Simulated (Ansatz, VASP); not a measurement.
**MoS in VASP and in Ansatz**

```xyz
4
Lattice="3.1904 0.0000 0.0000 -1.5952 2.7630 0.0000 0.0000 0.0000 6.4037" Properties=species:S:1:pos:R:3 pbc="T T T"
Mo    0.0000    0.0000    0.0000
Mo    0.0000    0.0000    3.2019
S     0.0000    1.8420    1.6009
S     1.5952    0.9210    4.8028
```

Alike in both runs: task single point; functional PBEsol; k mesh 18 × 18 × 8; occupations gaussian, width 0.05 eV; no spin polarisation; Hubbard terms Mo d U = 4.0 eV.

|  | VASP | Ansatz |
| --- | --- | --- |
| version | VASP 6.6.1 | Ansatz 0.2.0 |
| potentials or method | VASP PAW PBE potentials, release 64 (Mo_sv, S), cutoff 520 eV | scalar-relativistic, plane waves, PAW |
| valence electrons in the cell | 40 | 40 |

```csv
,VASP,Ansatz,Ansatz less VASP
gap on the k mesh at the Fermi level (eV),none,none,-
pressure (GPa),5.4,3.1,-2.26
"traceless stress, the component that is largest in VASP (GPa)",-0.24,-3.01,-2.769
```

VASP's potentials were made for PBE, not for PBEsol. The programs project onto different local orbitals, so the same U acts differently, and such runs can settle in different states. A gap of «none» marks a metal or a gap that the smearing closes. Ansatz's warnings: filled band counts differ across k points.
